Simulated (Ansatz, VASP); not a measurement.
**C: VASP beside Ansatz**

Contents of INCAR:

```
PREC = Accurate
ENCUT = 520
EDIFF = 1E-6
ISMEAR = 0
SIGMA = 0.1
LREAL = False
LASPH = True
NELM = 120
ALGO = Normal
ISIF = 2
LWAVE = False
LCHARG = False
LDIPOL = True
IDIPOL = 3
DIPOL = 0.5 0.5 0.500
NBANDS = 11
GGA_COMPAT = False
NELMDL = -8
```

File KPOINTS:

```
regular mesh
0
Gamma
  21 21 1
```

POSCAR

```
C
1.0
    2.2630000000      0.0000000000      0.0000000000
   -1.1315000000      1.9598154888      0.0000000000
    0.0000000000      0.0000000000     28.0000000000
C
2
Direct
    0.3333333333      0.6666666667      0.5127500000
    0.6666666667      0.3333333333      0.4872500000
```

Input for Ansatz:

```yaml
crystal:
  lattice:
    - [2.263, 0.0, 0.0]
    - [-1.1315, 1.9598154888, 0.0]
    - [0.0, 0.0, 28.0]
  atoms:
    - { symbol: C, position: [0.3333333333, 0.6666666667, 0.51275] }
    - { symbol: C, position: [0.6666666667, 0.3333333333, 0.48725] }
  periodic: [true, true, false]
basis:
  ecutwfc: 420
kpoints:
  mp_grid: { grid: [21, 21, 1] }
hamiltonian:
  xc: lda
scf:
  occupations: { method: gaussian, width: 0.1 }
output:
  forces: true
  stress: true
  eigenvalues: true
```

Alike in both runs: task single point; functional LDA; k mesh 21 × 21 × 1; occupations gaussian, width 0.1 eV; no spin polarisation.

```csv
,VASP,Ansatz
version,VASP 6.6.1,Ansatz 0.2.0
potentials or method,"VASP PAW LDA potentials, release 64 (C), cutoff 520 eV","scalar-relativistic, plane waves, PAW"
valence electrons in the cell,8,8
```

Ansatz gave:

```
gap on the k mesh at the Fermi level (eV) : none
rms of the force components (eV/Å)        : 5.400
```

Problem. Estimate VASP's values.

Solution. gap on the k mesh at the Fermi level (eV): none; rms of the force components (eV/Å): 5.343.

LDA's correlation is that of Perdew and Zunger in VASP and of Perdew and Wang (1992) in Ansatz. Atom by atom the forces differ by 0.057 eV/Å (rms over components). A gap of «none» marks a metal or a gap that the smearing closes.
